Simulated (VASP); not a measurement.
A run of VASP 6.6.1 is set up as follows.

The input POSCAR:

```
Te2Mo
1.0
    1.7509539876      1.0109137561      7.0687660182
   -1.7509539876      1.0109137561      7.0687660182
    0.0000000000     -2.0218275121      7.0687660182
Mo Te
1 2
Direct
    0.0000000000      0.0000000000      0.0000000000
    0.2465646676      0.2465646676      0.2465646676
    0.7534353324      0.7534353324      0.7534353324
```

The input INCAR.step1:

```
PREC = Accurate
ENCUT = 520
ISMEAR = -1
SIGMA = 0.02
LREAL = F
LASPH = T
NELM = 80
NBANDS = 20
GGA = PE
ALGO = Normal
EDIFF = 1E-4
LWAVE = T
LCHARG = F
```

File INCAR.step2:

```
PREC = Accurate
ENCUT = 520
EDIFF = 1E-6
ISMEAR = -1
SIGMA = 0.02
LREAL = F
LASPH = T
NELM = 80
ALGO = Normal
ISIF = 2
LWAVE = F
LCHARG = F
METAGGA = R2SCAN
LMIXTAU = T
NBANDS = 20
ISTART = 1
```

File KPOINTS:

```
regular mesh
0
Gamma
  8 8 8
```

Potentials or basis: VASP PAW PBE potentials, release 64 (Mo_sv, Te).

Launch:

```bash
$ cat potpaw_PBE.64/Mo_sv/POTCAR potpaw_PBE.64/Te/POTCAR > POTCAR
$ cp INCAR.step1 INCAR
$ mpirun -np 1 vasp_std > vasp.out
$ cp INCAR.step2 INCAR
$ mpirun -np 1 vasp_std > vasp.out
```

Q: Predict the pressure.

A: 1.3 GPa.

Q: Estimate the band gap on the k mesh.

A: 0.05 eV (least direct gap 0.09 eV).

Caveat: the PAW data sets were made with another functional, which shifts forces and pressure a little; spin-orbit coupling is left out, which moves the levels of the heavy elements. A k mesh can miss the band edges.
